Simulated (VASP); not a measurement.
The system is InGa2As3.

```
In Ga As
1.0
    -2.04700    6.14000    2.89500
     2.04700   -6.14000    2.89500
     2.04700    6.14000   -2.89500
In Ga As
1 2 3
Direct
  0.00000 0.00000 0.00000
  0.66667 0.00000 0.66667
  0.33333 0.00000 0.33333
  0.08333 0.25000 0.83333
  0.41667 0.25000 0.16667
  0.75000 0.25000 0.50000
```

| Property | Result |
| --- | --- |
| Program | VASP 6.6.1 |
| Task | relaxation of cell and atoms |
| Functional | PBE |
| Potentials or basis | VASP PAW PBE potentials, release 64 (In_d, Ga_d, As) |
| Cutoff | 600 eV |
| k mesh | 5 × 5 × 5 |
| Occupations | gaussian, width 0.2 eV |
| Spin | no spin polarisation |

At the start: pressure 4.4 GPa; volume 24.26 Å³/atom.

Q: How do energy, volume and symmetry change on relaxing?

A: Over 7 steps the energy falls by 61.9 meV/atom and the volume is 25.67 Å³/atom (+5.8 %); space group Imm2 (No. 44, to 0.1 Å) before and after.

Step by step:
```csv
step,energy change (eV),largest force (eV/Å),pressure (GPa),volume (Å³)
1,0.0000,1.6143,4.39,145.54
2,-0.2916,0.5186,-1.82,160.01
3,-0.2958,0.6222,-1.22,158.26
4,-0.3529,0.3079,-0.44,155.42
5,-0.3684,0.1362,0.26,153.20
6,-0.3685,0.1365,0.36,153.03
7,-0.3716,0.0729,-0.09,154.03
```

Final structure:
```
In Ga As
1.0
    -2.08769    6.25784    2.94746
     2.08769   -6.25784    2.94746
     2.08769    6.25784   -2.94746
In Ga As
1 2 3
Direct
  0.00059 0.00059 0.00000
  0.66781 0.99992 0.66789
  0.33203 0.99992 0.33211
  0.08725 0.26227 0.82498
  0.43730 0.26227 0.17502
  0.72502 0.22502 0.50000
```

Caveat: the relaxation stopped at a loose force limit of 0.08 eV/Å, so its end isn't a converged minimum.
